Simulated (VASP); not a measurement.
Crystal: GaN.

```
CELL_PARAMETERS angstrom
-0.09065 2.12329 2.12329
2.12329 -0.09065 2.12329
2.12329 2.12329 -0.09065
ATOMIC_POSITIONS crystal
Ga 0.00000 0.00000 0.00000
N 0.50000 0.50000 0.50000
```

This cell differs from its parent crystal: epitaxial 111 strain +5.0%.

Base run:

| Item | Value |
| --- | --- |
| Program | VASP 6.6.1 |
| Functional | PBE |
| Potentials or basis | VASP PAW PBE potentials, release 64 (Ga_d, N) |
| Cutoff | 520 eV |
| k mesh | 10 × 10 × 10 |
| Occupations | fermi-dirac, width 0.02 eV |
| Spin | no spin polarisation |

Its results: band gap on the k mesh zero (band 9 reaches 7.13 eV, above the bottom of band 10 at 7.07 eV); pressure -7.6 GPa.

**Question.** The run is repeated on the same cell with these changes: functional from PBE to r2SCAN; further incar settings from ALGO = Normal; EDIFF = 1e-06; NBANDS = 16 to ALGO = Normal; EDIFF = 1e-07; NBANDS = 16. What comes out?

**Answer.** Band gap on the k mesh 0.39 eV, indirect (least direct gap 1.77 eV); pressure -15.8 GPa.

Caveats: the PAW data sets were made with another functional, which shifts forces and pressure a little (some runs).

A k mesh can miss the band edges.
